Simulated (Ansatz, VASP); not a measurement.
**Two plane-wave programs on TiPt3**

Contents of INCAR:

```
PREC     = Accurate       # precision mode
ENCUT    = 400            # plane-wave cutoff, eV
EDIFF    = 1E-8           # SCF threshold, eV
ISMEAR   = -1             # smearing method
SIGMA    = 0.05           # smearing width, eV
LREAL    = False          # projectors in reciprocal space
LASPH    = True           # aspherical terms in the spheres
NELM     = 120            # most SCF steps
ALGO     = Normal         # electronic algorithm
ISIF     = 2              # what is computed and relaxed
LWAVE    = False          # write WAVECAR
LCHARG   = False          # write CHGCAR
GGA      = PS             # functional
LEFG     = True         
NBANDS   = 29             # bands
GGA_COMPAT= False
```

File KPOINTS:

```
Automatic mesh
0
Gamma
  9 9 9
```

Contents of POSCAR:

```
TiPt3
1.0
    3.8839664578      0.0000000000      0.0000000000
    0.0000000000      3.8839664578      0.0000000000
    0.0000000000      0.0000000000      3.8839664578
Ti Pt
1 3
Direct
    0.0000000000      0.0000000000      0.0000000000
    0.0000000000      0.5000000000      0.5000000000
    0.5000000000      0.0000000000      0.5000000000
    0.5000000000      0.5000000000      0.0000000000
```

Input for Ansatz:

```yaml
crystal:
  lattice:
    - [3.8839664578, 0.0, 0.0]
    - [0.0, 3.8839664578, 0.0]
    - [0.0, 0.0, 3.8839664578]
  atoms:
    - { symbol: Ti, position: [0.0, 0.0, 0.0] }
    - { symbol: Pt, position: [0.0, 0.5, 0.5] }
    - { symbol: Pt, position: [0.5, 0.0, 0.5] }
    - { symbol: Pt, position: [0.5, 0.5, 0.0] }
kpoints:
  mp_grid: { grid: [9, 9, 9] }
scf:
  occupations: { method: fermi_dirac, width: 0.05 }
hamiltonian:
  xc: pbesol
  pseudopotentials: { kind: paw }
output:
  forces: true
  stress: true
  eigenvalues: true
  efg: { contact_densities: true }
```

Change from the starting cell: volume scaled by 0.99, PAW files.

Alike in both runs: task electric field gradients; functional PBEsol; k mesh 9 × 9 × 9; occupations fermi-dirac, width 0.05 eV; no spin polarisation.

```csv
,VASP,Ansatz
version,VASP 6.6.1,Ansatz 0.2.0
potentials or method,"VASP PAW PBE potentials, release 64 (Ti_sv, Pt)","PAW with Ansatz's default frozen-core files, scalar-relativistic"
plane-wave cutoff (eV),400,420
valence electrons in the cell,42,66
```

```tsv
	VASP	Ansatz	Ansatz less VASP
pressure (GPa)	2.9	3.3	+0.40
size of Vzz on the site where it differs most (V/Å²)	67.6	76.9	+9.27
```

VASP's potentials were made for PBE, not for PBEsol. VASP's potentials hold 42 valence electrons a cell and Ansatz's 66, so a difference there can come from the potentials and not from the codes.

Neither program's run includes spin-orbit coupling.
